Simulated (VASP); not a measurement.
Set up this calculation in VASP 6.6.1, as the native input.

```
Task                   : single point
Functional             : LDA
Potentials or basis    : VASP PAW LDA potentials, release 64 (V_sv)
Cutoff                 : 520 eV
k mesh                 : 15 × 15 × 15
Occupations            : fermi-dirac, width 0.6 eV
Spin                   : no spin polarisation
Dipole correction      : no
Further INCAR settings : ALGO = Normal; EDIFF = 1e-07; NBANDS = 12
```

The structure of V lies in POSCAR:

```
V
1.0
   -1.4636513664      1.4636513664      1.4636513664
    1.4636513664     -1.4636513664      1.4636513664
    1.4636513664      1.4636513664     -1.4636513664
V
1
Direct
    0.0000000000      0.0000000000      0.0000000000
```

These files were run (other wordings do the same):

INCAR

```
SYSTEM = V
ALGO = Normal ; EDIFF = 1E-7
ENCUT = 520 ; GGA = CA
ISIF = 2 ; ISMEAR = -1
LASPH = .True. ; LCHARG = .True.
LELF = .True. ; LREAL = .False.
LVHAR = .True. ; LWAVE = .False.
NBANDS = 12 ; NELM = 100
PREC = Accurate ; SIGMA = 0.6
```

KPOINTS

```
k-points
0
Gamma
  15 15 15
  0 0 0
```

Potentials or basis: VASP PAW LDA potentials, release 64 (V_sv).

Command:

```bash
$ cat potpaw_LDA.64/V_sv/POTCAR > POTCAR
$ mpirun -np 1 vasp_std > vasp.out
```

It gave:

```json
{"Pressure": "11.3 GPa"}
```

Run time: 21 s on 1 thread of Intel Xeon 6975P-C (shared host), peak memory 0.13 GiB.
